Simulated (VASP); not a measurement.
# SrCl2 (I-4m2) in VASP: single point with PBE

Aim: the single point of SrCl2 with PBE.

Everything below comes from runs of VASP 6.6.1. Logs are shortened: lines on timing, memory, paths and dates and some standing lists are left out, and cuts for length are marked.

### Step 1. The cell of the first run

It takes space group I-4m2 (No. 119, tetragonal). The conventional cell has a = 4.229 Å, b = 4.229 Å, c = 9.807 Å, α = 90.00°, β = 90.00°, γ = 90.00°. Sr (site symmetry -4m2) has 8 Cl at 2.99 to 3.24 Å within 3.9 Å. Cl (site symmetry -4m2) has 4 Sr at 3.24 Å and 8 Cl at 3.24 to 4.23 Å within 4.3 Å. Within 3.9 Å of Cl (site symmetry -4m2) lie 4 Sr at 2.99 Å and 4 Cl at 3.24 Å.

### Step 2. Single point, PBE

Input file INCAR:

```
ALGO = Normal
EDIFF = 1E-6
ENCUT = 500
GGA = PE
GGA_COMPAT = False
ISIF = 2
ISMEAR = 0
LASPH = True
LCHARG = False
LREAL = False
LWAVE = False
NBANDS = 19
NELM = 120
PREC = Accurate
SIGMA = 0.15
```

Input file KPOINTS:

```
k-points
0
Gamma
  4 4 4
```

Input file POSCAR:

```
SrCl2
1.0
   -2.1144534555      2.1144534555      4.9035143740
    2.1144534555     -2.1144534555      4.9035143740
    2.1144534555      2.1144534555     -4.9035143740
Sr Cl
1 2
Direct
    0.2500000000      0.7500000000      0.5000000000
    0.5000000000      0.5000000000      0.0000000000
    0.7500000000      0.2500000000      0.5000000000
```

Potentials or basis: VASP PAW PBE potentials, release 64 (Sr_sv, Cl).

The run is started by

```console
cat potpaw_PBE.64/Sr_sv/POTCAR potpaw_PBE.64/Cl/POTCAR > POTCAR
mpirun -np 1 vasp_std > vasp.out
```

OUTCAR:

```text
EDIFF = 1E-6
   ENCUT = 500
   GGA = PE
   ISIF = 2
   ISMEAR = 0
   LASPH = True
   LREAL = False
   NELM = 120
   PREC = Accurate

 ion  position               nearest neighbor table
   1  0.250  0.750  0.500-   3 2.99   3 2.99   3 2.99   3 2.99   2 3.24   2 3.24   2 3.24   2 3.24

   2  0.500  0.500  0.000-   1 3.24   1 3.24   1 3.24   1 3.24
   3  0.750  0.250  0.500-   1 2.99   1 2.99   1 2.99   1 2.99

  LATTYP: Found a body centered tetragonal cell.
 ALAT       =     4.2289069110
 C/A-ratio  =     2.3190457852

  Lattice vectors:

 A1 = (  -2.1144534555,   2.1144534555,   4.9035143740)
 A2 = (   2.1144534555,  -2.1144534555,   4.9035143740)
 A3 = (   2.1144534555,   2.1144534555,  -4.9035143740)

Analysis of symmetry for initial positions (statically):
=====================================================================
 Subroutine PRICEL returns:
 Original cell was already a primitive cell.

 Routine SETGRP: Setting up the symmetry group for a
 body centered tetragonal supercell.

 Subroutine GETGRP returns: Found  8 space group operations
 (whereof  8 operations were pure point group operations)
 out of a pool of 16 trial point group operations.

The static configuration has the point symmetry D_2d.

Analysis of symmetry for dynamics (positions and initial velocities):
=====================================================================
 Subroutine PRICEL returns:
 Original cell was already a primitive cell.

 Routine SETGRP: Setting up the symmetry group for a
 body centered tetragonal supercell.

 Subroutine GETGRP returns: Found  8 space group operations
 (whereof  8 operations were pure point group operations)
 out of a pool of 16 trial point group operations.

The dynamic configuration has the point symmetry D_2d.

 Subroutine INISYM returns: Found  8 space group operations
 (whereof  8 operations are pure point group operations),
 and found     1 'primitive' translations

----------------------------------------------------------------------------------------

                                     Primitive cell

  volume of cell :      87.6928

  direct lattice vectors                    reciprocal lattice vectors
    -2.114453456  2.114453456  4.903514374     0.000000000  0.236467726  0.101967683
     2.114453456 -2.114453456  4.903514374     0.236467726  0.000000000  0.101967683
     2.114453456  2.114453456 -4.903514374     0.236467726  0.236467726  0.000000000

  length of vectors
     5.743368354  5.743368354  5.743368354     0.257515813  0.257515813  0.334415865

  position of ions in fractional coordinates (direct lattice)
     0.250000000  0.750000000  0.500000000
     0.500000000  0.500000000  0.000000000
     0.750000000  0.250000000  0.500000000

  ion indices of the primitive-cell ions
   primitive index   ion index
                 1           1
                 2           2
                 3           3

----------------------------------------------------------------------------------------

 KPOINTS: k-points

Automatic generation of k-mesh.
 Grid dimensions read from file:
 generate k-points for:    4    4    4

 Generating k-lattice:

  Cartesian coordinates                     Fractional coordinates (reciprocal lattice)
     0.000000000  0.059116931  0.025491921     0.250000000 -0.000000000  0.000000000
     0.059116931  0.000000000  0.025491921    -0.000000000  0.250000000  0.000000000
     0.059116931  0.059116931  0.000000000     0.000000000  0.000000000  0.250000000

  Length of vectors
     0.064378953  0.064378953  0.083603966

  Shift w.r.t. Gamma in fractional coordinates (k-lattice)
     0.000000000  0.000000000  0.000000000

 Subroutine IBZKPT returns following result:
 ===========================================

 Found     13 irreducible k-points:

 Following reciprocal coordinates:
            Coordinates               Weight
  0.000000  0.000000  0.000000      1.000000
  0.250000  0.000000  0.000000      8.000000
  0.500000  0.000000  0.000000      4.000000
  0.250000  0.250000  0.000000      8.000000
  0.500000  0.250000 -0.000000     16.000000
 -0.250000  0.250000  0.000000      4.000000
  0.500000  0.500000  0.000000      2.000000
  0.250000  0.250000  0.250000      2.000000
 -0.250000  0.250000  0.250000      4.000000
  0.500000  0.500000  0.250000      4.000000
 -0.250000  0.500000  0.250000      8.000000
 -0.250000 -0.250000  0.250000      2.000000
  0.500000  0.500000  0.500000      1.000000
   k-points           NKPTS =     13   k-points in BZ     NKDIM =     13   number of bands    NBANDS=     19
   number of dos      NEDOS =    301   number of ions     NIONS =      3
   total plane-waves  NPLWV =  74088
   dimension x,y,z NGX =    42 NGY =   42 NGZ =   42
   dimension x,y,z NGXF=    84 NGYF=   84 NGZF=   84
   ions per type =               1   2
   NGX,Y,Z   is equivalent  to a cutoff of  12.16, 12.16, 12.16 a.u.
   NGXF,Y,Z  is equivalent  to a cutoff of  24.31, 24.31, 24.31 a.u.
 SYSTEM =  unknown system
   PREC   = accura    normal or accurate (medium, high low for compatibility)
   ISTART =      0    job   : 0-new  1-cont  2-samecut
   ICHARG =      2    charge: 1-file 2-atom 10-const
   ISPIN  =      1    spin polarized calculation?
   LNONCOLLINEAR =      F non collinear calculations
   LSORBIT =      F    spin-orbit coupling
   LASPH  =      T    aspherical Exc in radial PAW
   ENCUT  =  500.0 eV  36.75 Ry    6.06 a.u.  10.47 10.47 10.47*2*pi/ulx,y,z
   NELM   =    120;   NELMIN=  2; NELMDL= -5     # of ELM steps
   EDIFF  = 0.1E-05   stopping-criterion for ELM
   LREAL  =      F    real-space projection
   EDIFFG = 0.1E-04   stopping-criterion for IOM
   NSW    =      0    number of steps for IOM
   IBRION =     -1    ionic relax: 0-MD 1-quasi-New 2-CG
   NFREE  =      0    steps in history (QN), initial steepest desc. (CG)
   ISIF   =      2    stress and relaxation
   ISYM   =      2    0-nonsym 1-usesym 2-fastsym
   POTIM  = 0.5000    time-step for ionic-motion
   TEBEG  =    0.0;   TEEND  =   0.0 temperature during run
   PSTRESS=    0.0 pullay stress
   NELECT =      24.0000    total number of electrons
   NUPDOWN=      -1.0000    fix difference up-down
   EMIN   =  10.00;   EMAX   =-10.00  energy-range for DOS
   EFERMI =   0.00;   METHOD = LEGACY
   ISMEAR =     0;   SIGMA  =   0.15  broadening in eV -4-tet -1-fermi 0-gaus
   EFERMI_NEDOS =   21; number of points for ismear=-14 and -15
   IALGO  =     38    algorithm
   IMIX   =      4    mixing-type and parameters
     AMIX     =   0.40;   BMIX     =  1.00
     AMIX_MAG =   1.60;   BMIX_MAG =  1.00
  volume/ion in A,a.u.               =      29.23       197.26
  Fermi-wavevector in a.u.,A,eV,Ry     =   1.062896  2.008582 15.371147  1.129747
  Thomas-Fermi vector in A             =   2.198362
   LORBIT       =      0    0 simple, 1 ext, 2 COOP (PROOUT), +10 PAW based schemes
   GGA     = PE    functional components
   LHFCALC =     F    Hartree Fock is set to
   AEXX    =    0.0000 exact exchange contribution
   IVDW    =     0    specifies the selected vdW correction
   LEPSILON=     F    determine dielectric tensor
   LRPA    =     F    only Hartree local field effects (RPA)
 non-spin polarized calculation
 Gauss-broadening in eV      SIGMA  =   0.15
  energy-cutoff  :      500.00
  volume of cell :       87.69
 maximum number of plane-waves:      2241
 NGX is ok and might be reduce to    42
   NGX = 21   NGY = 21   NGZ = 21

 number of electron      23.9999997 magnetization

 Free energy of the ion-electron system (eV)
  ---------------------------------------------------
  ext. energy  EPLUGINS =         0.00000000
  ---------------------------------------------------
  free energy    TOTEN  =       -12.00918574 eV

  energy without entropy =      -12.00918574  energy(sigma->0) =      -12.00918574

 E-fermi :   1.3252     XC(G=0):  -8.1634

 val. band max:        0.6297490788   @ k =  -0.2500   0.2500   0.0000
 cond. band min:       3.9339262727   @ k =   0.5000   0.5000   0.5000
 fundamental gap:      3.3041771939
 Fermi energy:         1.3252055349

 k-point     1 :       0.0000    0.0000    0.0000
  band No.  band energies     occupation
      1     -33.4033      2.00000
      2     -15.3588      2.00000
      3     -15.3588      2.00000
      4     -15.3526      2.00000
      5     -13.3705      2.00000
      6     -12.0002      2.00000
[... 11 lines left out ...]
     18       7.6330      0.00000
     19      10.3658      0.00000

 k-point     2 :       0.2500    0.0000    0.0000
  band No.  band energies     occupation
      1     -33.3999      2.00000
      2     -15.5550      2.00000
      3     -15.3538      2.00000
      4     -15.3463      2.00000
      5     -13.0713      2.00000
      6     -12.0389      2.00000
[... 11 lines left out ...]
     18       7.6045      0.00000
     19       9.6152      0.00000

 k-point     3 :       0.5000    0.0000    0.0000
  band No.  band energies     occupation
      1     -33.3965      2.00000
      2     -15.7175      2.00000
      3     -15.3547      2.00000
      4     -15.3337      2.00000
      5     -12.7814      2.00000
      6     -12.0976      2.00000
[... 11 lines left out ...]
     18       9.2936      0.00000
     19       9.3045      0.00000

 k-point     4 :       0.2500    0.2500    0.0000
  band No.  band energies     occupation
      1     -33.3967      2.00000
      2     -15.5430      2.00000
      3     -15.4278      2.00000
      4     -15.3538      2.00000
      5     -12.9764      2.00000
      6     -12.0851      2.00000
[... 165 lines left out ...]
     18       7.5370      0.00000
     19       8.4708      0.00000

 k-point    12 :      -0.2500   -0.2500    0.2500
  band No.  band energies     occupation
      1     -33.4031      2.00000
      2     -15.3859      2.00000
      3     -15.3597      2.00000
      4     -15.3597      2.00000
      5     -13.2860      2.00000
      6     -12.0623      2.00000
[... 11 lines left out ...]
     18       7.1367      0.00000
     19       8.7202      0.00000

 k-point    13 :       0.5000    0.5000    0.5000
  band No.  band energies     occupation
      1     -33.4030      2.00000
      2     -15.4176      2.00000
      3     -15.3607      2.00000
      4     -15.3607      2.00000
      5     -13.1964      2.00000
      6     -12.1307      2.00000
[... 11 lines left out ...]
     18       7.0624      0.00000
     19       7.6203      0.00000

------------------------ aborting loop because EDIFF is reached ----------------------------------------

  FORCE on cell =-STRESS in cart. coord.  units (eV):
  Direction    XX          YY          ZZ          XY          YZ          ZX
  --------------------------------------------------------------------------------------
  -------------------------------------------------------------------------------------
  Total        0.0369193      0.0369193      0.1157748      0.0000000      0.0000000     -0.0000000
  in kB        0.6745284      0.6745284      2.1152468      0.0000000      0.0000000     -0.0000000
  external PRESSURE =       1.1547679 kB  Pullay stress =       0.0000000 kB

 VOLUME and BASIS-vectors are now :
 -----------------------------------------------------------------------------
  energy-cutoff  :      500.00
  volume of cell :       87.69
      direct lattice vectors                 reciprocal lattice vectors
    -2.114453456  2.114453456  4.903514374     0.000000000  0.236467726  0.101967683
     2.114453456 -2.114453456  4.903514374     0.236467726  0.000000000  0.101967683
     2.114453456  2.114453456 -4.903514374     0.236467726  0.236467726  0.000000000

 POSITION                                       TOTAL-FORCE (eV/Angst)
 -----------------------------------------------------------------------------------
      2.11445     -0.00000      2.45176         0.000000     -0.000000     -0.000000
      0.00000      0.00000      4.90351         0.000000      0.000000      0.000000
     -0.00000      2.11445      2.45176        -0.000000     -0.000000      0.000000
 -----------------------------------------------------------------------------------
    total drift:                               -0.000000      0.000000      0.000000

  FREE ENERGIE OF THE ION-ELECTRON SYSTEM (eV)
  ---------------------------------------------------
  free  energy   TOTEN  =       -12.0091857410 eV

  energy  without entropy=      -12.0091857410  energy(sigma->0) =      -12.00918574
```

Run time: 30 s. Hardware: 1 thread of Intel Xeon Platinum 8259CL at 2.50GHz (Skylake/Cascade Lake), shared host; peak memory 0.24 GiB.

What came out:

* Free energy: -12.0092 eV
* Pressure: 0.1 GPa
* Band gap on the k mesh: 3.30 eV, indirect (least direct gap 3.79 eV)

Stress tensor (GPa, compression positive):
```
0.07 0.00 0.00
0.00 0.07 0.00
0.00 0.00 0.21
```

Levels at points of the mesh, in eV from the valence-band top:
```tsv
k point	band 9	band 10	band 11	band 12	band 13	band 14	band 15	band 16
(0.00, 0.00, 0.00)	-2.00	-0.90	-0.90	-0.24	4.07	4.22	5.12	5.73
(0.50, 0.00, 0.00)	-2.53	-1.12	-0.66	-0.36	6.01	6.21	6.49	6.69
(0.50, 0.50, 0.00)	-2.32	-1.48	-0.81	-0.25	4.55	6.27	6.46	6.82
(0.50, 0.50, 0.50)	-1.59	-1.56	-0.49	-0.49	3.30	5.36	5.81	6.08
```

Caveat: the k points lie up to 0.53 Å⁻¹ apart.
